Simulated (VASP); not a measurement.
Crystal: SiC.

```
Si C
1.0
     0.00000    2.17805    2.17805
     2.17805    0.00000    2.17805
     2.17805    2.17805    0.00000
Si C
1 1
Direct
  0.00000 0.00000 0.00000
  0.25000 0.25000 0.25000
```

Base run:

```yaml
Program: VASP 6.6.1
Functional: PBE
Potentials_or_basis: VASP PAW PBE potentials, release 64 (Si, C)
Cutoff: 520 eV
k_mesh: 10 × 10 × 10
Occupations: gaussian, width 0.01 eV
Spin: no spin polarisation
```

Its results: band gap on the k mesh 1.36 eV, indirect (least direct gap 4.54 eV); pressure 3.5 GPa.

The run is repeated on the same cell with these changes: functional from PBE to r2SCAN; k mesh from 10 × 10 × 10 to 8 × 8 × 8. What comes out?

Band gap on the k mesh 1.72 eV, indirect (least direct gap 5.06 eV); pressure -0.1 GPa.

Several settings changed at once, so the effect can't be laid on one alone.

Caveats: the PAW data sets were made with another functional, which shifts forces and pressure a little (some runs).

A k mesh can miss the band edges.
